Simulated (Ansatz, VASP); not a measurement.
One calculation of HfO2, two programs

The input POSCAR:

```
HfO2
1.0
    0.0000000000      2.5797659657      2.5125931651
    2.5797659657      0.0000000000      2.5125931651
    2.5797659657      2.5797659657      0.0000000000
Hf O
1 2
Direct
    0.0000000000      0.0000000000      0.0000000000
    0.2500000000      0.2500000000      0.2500000000
    0.7500000000      0.7500000000      0.7500000000
```

The input INCAR.step1:

```
ALGO     = Normal         # electronic algorithm
EDIFF    = 1E-4           # SCF threshold, eV
ENCUT    = 520            # plane-wave cutoff, eV
GGA      = PE             # functional
GGA_COMPAT= F            
ISMEAR   = 0              # smearing method
LASPH    = T              # aspherical terms in the spheres
LCHARG   = F              # write CHGCAR
LMAXMIX  = 4              # l up to which the mixer works
LREAL    = F              # projectors in reciprocal space
LSORBIT  = T              # spin-orbit coupling
LWAVE    = T              # write WAVECAR
MAGMOM   = 0 0 0 0 0 0 0 0 0 # initial moments
NBANDS   = 35             # bands
NELM     = 150            # most SCF steps
PREC     = Accurate       # precision mode
SIGMA    = 0.01           # smearing width, eV
```

INCAR.step2

```
ALGO     = Normal         # electronic algorithm
EDIFF    = 1E-6           # SCF threshold, eV
ENCUT    = 520            # plane-wave cutoff, eV
GGA_COMPAT= F            
ISIF     = 2              # what is computed and relaxed
ISMEAR   = 0              # smearing method
ISTART   = 1            
LASPH    = T              # aspherical terms in the spheres
LCHARG   = T              # write CHGCAR
LMAXMIX  = 4              # l up to which the mixer works
LMIXTAU  = T            
LORBIT   = 11             # projections on sites
LORBMOM  = T            
LREAL    = F              # projectors in reciprocal space
LSORBIT  = T              # spin-orbit coupling
LVHAR    = T            
LWAVE    = F              # write WAVECAR
MAGMOM   = 0 0 0 0 0 0 0 0 0 # initial moments
METAGGA  = R2SCAN         # meta-GGA
NBANDS   = 35             # bands
NELM     = 150            # most SCF steps
PREC     = Accurate       # precision mode
SIGMA    = 0.01           # smearing width, eV
```

Contents of KPOINTS:

```
k-points
0
Gamma
  8 8 8
```

Input for Ansatz:

```yaml
crystal:
  lattice:
    - [0.0, 2.5797659657, 2.5125931651]
    - [2.5797659657, 0.0, 2.5125931651]
    - [2.5797659657, 2.5797659657, 0.0]
  atoms:
    - { symbol: Hf, position: [0.0, 0.0, 0.0] }
    - { symbol: O, position: [0.25, 0.25, 0.25] }
    - { symbol: O, position: [0.75, 0.75, 0.75] }
kpoints:
  mp_grid: { grid: [8, 8, 8] }
  band_path:
    path:
      - [0.0, 0.0, 0.0]
      - [0.5, 0.0, 0.5]
      - [0.625, 0.25, 0.625]
      - [0.375, 0.375, 0.75]
      - [0.5, 0.5, 0.5]
      - [0.5, 0.25, 0.75]
      - [0.5, 0.5, 0.0]
    npoints: 1
hamiltonian:
  xc: r2scan
scf:
  occupations: { method: fixed }
  n_extra_bands: 8
magnetization:
  noncollinear: true
  spin_orbit: true
output:
  forces: true
  stress: true
  eigenvalues: true
```

Change from the starting cell: epitaxial_xy strain +2.0%.

Alike in both runs: task single point; functional r2SCAN; k mesh 8 × 8 × 8; non-collinear spin, spin-orbit coupling.

```csv
,VASP,Ansatz
version,VASP 6.6.1,Ansatz 0.2.0
potentials or method,"VASP PAW PBE potentials, release 64 (Hf_pv, O)","plane waves, PAW"
plane-wave cutoff (eV),520,500
occupations,"gaussian, width 0.01 eV",fixed
valence electrons in the cell,22,38
```

|  | VASP | Ansatz | Ansatz less VASP |
| --- | --- | --- | --- |
| pressure (GPa) | -11.8 | -8.5 | +3.25 |
| traceless stress, the component that is largest in VASP (GPa) | 8.39 | 8.28 | -0.111 |
| net moment per atom (μB) | 0.00 | 0.00 | 0.000 |

VASP's potentials were made for PBE, not for r2SCAN. VASP's potentials hold 22 valence electrons a cell and Ansatz's 38, so a difference there can come from the potentials and not from the codes.
